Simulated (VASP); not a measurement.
# BN (Fmm2) in VASP: notebook, part 2 of 2

VASP 6.6.1.

### Step 4. Single point, PBEsol

The input, INCAR:

```
SYSTEM = BN
ALGO = Normal
EDIFF = 1E-7
ENCUT = 520
GGA = PS
ISIF = 2
ISMEAR = -1
LASPH = .True.
LCHARG = .False.
LREAL = .False.
LWAVE = .False.
NBANDS = 11
NELM = 60
PREC = Accurate
SIGMA = 0.05
```

The input, KPOINTS:

```
k-points
0
Gamma
  13 13 13
  0 0 0
```

The input, POSCAR:

```
BN
1.0
    0.0000000000      3.4953158300      2.1660912400
    1.2516321000      0.0000000000      2.1660912400
    1.2516321000      3.4953158300      0.0000000000
N B
1 1
Direct
    0.6666513400      0.6666513400      0.3333486600
    0.0000486500      0.0000486500      0.9999513500
```

Potentials or basis: VASP PAW PBE potentials, release 64 (N, B).

The run is started by

```console
cat potpaw_PBE.64/N/POTCAR potpaw_PBE.64/B/POTCAR > POTCAR
mpirun -np 1 vasp_std > vasp.out
```

OUTCAR:

```text
SYSTEM = BN
   EDIFF = 1E-7
   ENCUT = 520
   GGA = PS
   ISIF = 2
   ISMEAR = -1
   LASPH = .True.
   LREAL = .False.
   NELM = 60
   PREC = Accurate

 ion  position               nearest neighbor table
   1  0.667  0.667  0.333-   2 1.44   2 1.44   2 1.44
   2  0.000  0.000  1.000-   1 1.44   1 1.44   1 1.44

  LATTYP: Found a face centered orthorhombic cell.
 ALAT       =     2.5032642000
 B/A-ratio  =     1.7306133647
 C/A-ratio  =     2.7926064137

  Lattice vectors:

 A1 = (   0.0000000000,   3.4953158300,   2.1660912400)
 A2 = (  -1.2516321000,   3.4953158300,   0.0000000000)
 A3 = (  -1.2516321000,   0.0000000000,   2.1660912400)

Analysis of symmetry for initial positions (statically):
=====================================================================
 Subroutine PRICEL returns:
 Original cell was already a primitive cell.

 Routine SETGRP: Setting up the symmetry group for a
 face centered orthorhombic supercell.

 Subroutine GETGRP returns: Found  4 space group operations
 (whereof  4 operations were pure point group operations)
[... 166 lines left out ...]
 cond. band min:       5.6884740266   @ k =   0.0000   0.4615   0.4615
 fundamental gap:      3.7909117507
 Fermi energy:         2.8877938711

 k-point     1 :       0.0000    0.0000    0.0000
  band No.  band energies     occupation
      1     -15.9312      2.00000
      2      -2.6124      2.00000
      3       0.5020      2.00000
      4       0.5092      2.00000
      5       6.5678      0.00000
      6      13.3655      0.00000
      7      13.4265      0.00000
      8      14.8409      0.00000
      9      16.3068      0.00000
     10      27.2595      0.00000
     11      28.4714      0.00000
[... 309 lines left out ...]
 k-point    24 :       0.4615    0.1538   -0.0000
  band No.  band energies     occupation
      1     -13.1392      2.00000
      2      -5.8734      2.00000
      3      -3.1976      2.00000
      4       0.5428      2.00000
      5       7.7236      0.00000
      6      12.0095      0.00000
      7      14.4823      0.00000
      8      17.4925      0.00000
      9      19.2795      0.00000
     10      23.0889      0.00000
     11      24.6620      0.00000

 [... further k-points ...]
[... 5 lines left out ...]
  --------------------------------------------------------------------------------------
  -------------------------------------------------------------------------------------
  Total        0.1450153      0.0088711      0.1498299      0.0000000      0.0000000      0.0000000
  in kB       12.2589821      0.7499279     12.6659895      0.0000000      0.0000000      0.0000000
  external PRESSURE =       8.5582998 kB  Pullay stress =       0.0000000 kB

 VOLUME and BASIS-vectors are now :
 -----------------------------------------------------------------------------
  energy-cutoff  :      520.00
  volume of cell :       18.95
      direct lattice vectors                 reciprocal lattice vectors
     0.000000000  3.495315830  2.166091240    -0.399478409  0.143048590  0.230830535
     1.251632100  0.000000000  2.166091240     0.399478409 -0.143048590  0.230830535
     1.251632100  3.495315830  0.000000000     0.399478409  0.143048590 -0.230830535

 POSITION                                       TOTAL-FORCE (eV/Angst)
 -----------------------------------------------------------------------------------
      1.25163      3.49532      2.88806         0.000000      0.000000     -0.010105
      1.25163      3.49532      0.00021         0.000000      0.000000      0.010105
 -----------------------------------------------------------------------------------
    total drift:                                0.000006     -0.000011     -0.000065

  FREE ENERGIE OF THE ION-ELECTRON SYSTEM (eV)
  ---------------------------------------------------
  free  energy   TOTEN  =       -18.2832926155 eV

  energy  without entropy=      -18.2832926154  energy(sigma->0) =      -18.28329262
```

stdout:

```text
POSCAR found type information on POSCAR N B
 POSCAR found :  2 types and       2 ions
 scaLAPACK will be used
 -----------------------------------------------------------------------------
|                                                                             |
|                                                                             |
|     You enforced a specific xc type in the INCAR file but a different       |
|     I HOPE YOU KNOW WHAT YOU ARE DOING!                                     |
|                                                                             |
 -----------------------------------------------------------------------------

 LDA part: xc-table for (Slater+PW92), standard interpolation
 POSCAR, INCAR and KPOINTS ok, starting setup
 FFT: planning ... GRIDC
 FFT: planning ... GRID_SOFT
 FFT: planning ... GRID
 WAVECAR not read
 entering main loop
```

Wall time 1.9 min (1 thread of Intel Xeon 8259CL, shared host); peak memory 0.19 GiB.

Results:

| Item | Value |
| --- | --- |
| Free energy | -18.2833 eV |
| Pressure | 0.9 GPa |
| Largest force | 0.010 eV/Å |
| Band gap on the k mesh | 3.79 eV (least direct gap 4.59 eV) |

Forces in eV/Å, atoms in the order of the input:
```
N    0.000  0.000 -0.010
B    0.000  0.000  0.010
```

Caveat: the PAW data sets were made with another functional, which shifts forces and pressure a little. A k mesh can miss the band edges.

### Step 5. Overview

| task | level | cell | k mesh | cutoff (eV) | smearing | dipole correction | grid for exact exchange (PRECFOCK) | share of exact exchange | screening parameter | tolerance level | gap on the mesh (eV) | pressure (GPa) | largest force (eV/Å) |
| --- | --- | --- | --- | --- | --- | --- | --- | --- | --- | --- | --- | --- | --- |
| single point | PBEsol-based screened hybrid with 25 % exact exchange | a = 4.112, b = 2.502, c = 3.713 Å, angles 80.3, 36.8, 62.9°, 2 atoms | 7 × 7 × 7 | 520 | fermi-dirac 0.05 eV | no | Normal | 0.25 | 0.207 1/Å | - | 5.34 | -3.2 | 0.01 |
| relaxation of cell and atoms | revPBE | relaxed from a = 4.042, b = 2.459, c = 3.650 Å, angles 80.3, 36.8, 62.9°, 2 atoms | 13 × 13 × 13 | 840 | gaussian 0.03 eV | - | - | - | - | standard | 4.44 | 0.0 | - |
| single point | PBEsol | a = 4.112, b = 2.502, c = 3.713 Å, angles 80.3, 36.8, 62.9°, 2 atoms | 13 × 13 × 13 | 520 | fermi-dirac 0.05 eV | no | - | - | - | - | 3.79 | 0.9 | 0.01 |

Alike in all rows: potentials or basis VASP PAW PBE potentials, release 64 (N, B); no spin polarisation.

Caveats: some runs use coarse meshes; the PAW data sets were made with another functional, which shifts forces and pressure a little.

Total energies depend on the potentials used, so only differences within one code and one set of settings carry meaning.
